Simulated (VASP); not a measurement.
KMgPd3: single point with PBE

The system is KMgPd3.

```
K Mg Pd
1.0
     3.51360    0.00000    0.00000
     0.00000    3.51360    0.00000
     0.00000    0.00000    9.15501
K Mg Pd
1 1 3
Direct
  0.50000 0.50000 0.50000
  0.00000 0.00000 0.00000
  0.00000 0.00000 0.73580
  0.00000 0.00000 0.26420
  0.50000 0.50000 0.00000
```

The cell was built from a structure type or drawn by symmetry, and may not be a known phase.

| Quantity | Value |
| --- | --- |
| Program | VASP 6.6.1 |
| Task | single point |
| Functional | PBE |
| Potentials or basis | VASP PAW PBE potentials, release 64 (K_sv, Mg, Pd) |
| Cutoff | 600 eV |
| k mesh | 10 × 10 × 4 |
| Occupations | gaussian, width 0.1 eV |
| Spin | no spin polarisation |
| Dipole correction | no |
| Further INCAR settings | ALGO = Normal; EDIFF = 1e-06; NBANDS = 28 |

```json
{
  "Pressure": "0.0 GPa",
  "Largest force": "0.011 eV/Å",
  "Band gap on the k mesh": "zero (an odd number of electrons rules out a gap without spin polarisation)"
}
```

Forces in eV/Å, atoms in the order of the input:
```
K    0.000  0.000  0.000
Mg   0.000  0.000  0.000
Pd   0.000  0.000  0.011
Pd   0.000  0.000 -0.011
Pd   0.000  0.000  0.000
```

Levels at points of the mesh, in eV from the Fermi level:
```tsv
k point	band 19	band 20	band 21	band 22	band 23	band 24
(0.00, 0.00, 0.00)	-1.04	-1.04	-0.78	-0.77	3.14	4.31
(0.50, 0.00, 0.00)	-0.97	-0.41	-0.34	1.36	1.50	1.52
(0.50, 0.50, 0.00)	-0.47	1.15	1.15	1.77	2.86	3.41
(0.00, 0.00, 0.50)	-1.03	-0.79	-0.76	0.28	1.05	4.85
(0.50, 0.00, 0.50)	-0.94	-0.23	-0.03	0.67	1.26	1.95
(0.50, 0.50, 0.50)	-0.47	0.99	0.99	1.78	2.86	3.62
```

Wall time 2.6 min on 1 thread of Intel(R) Xeon(R) Platinum 8375C CPU @ 2.90GHz (Ice Lake), on a shared host, peak memory 0.4 GiB.
